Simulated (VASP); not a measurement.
# Mo: single point with r2SCAN

Mo:

```xyz
2
Lattice="0.0000 2.8991 2.8991 2.8991 0.0000 2.8991 2.8991 2.8991 0.0000" Properties=species:S:1:pos:R:3 pbc="T T T"
Mo    0.7248    0.7248    0.7248
Mo    5.0735    5.0735    5.0735
```

This isn't the form of Mo at room conditions, which is bcc.

| Item | Value |
| --- | --- |
| Program | VASP 6.6.1 |
| Task | single point |
| Functional | r2SCAN |
| Potentials or basis | VASP PAW PBE potentials, release 64 (Mo_sv) |
| Cutoff | 520 eV |
| k mesh | 11 × 11 × 11 |
| Occupations | fermi-dirac, width 0.1 eV |
| Spin | no spin polarisation |

```
Pressure               : -6.7 GPa
Band gap on the k mesh : zero (bands 14 and 15 overlap by 0.52 eV)
```

Levels at points of the mesh, in eV from the Fermi level:
```tsv
k point	band 11	band 12	band 13	band 14	band 15	band 16	band 17	band 18
(0.00, 0.00, 0.00)	-2.01	-1.35	-1.35	-1.35	1.35	1.35	1.35	4.37
```

Run time: 100 s on 1 thread of Intel(R) Xeon(R) 6975P-C (Granite Rapids), with other jobs on the host, peak memory 0.19 GiB.

Caveat: the cell stands under tension; the PAW data sets were made with another functional, which shifts forces and pressure a little.
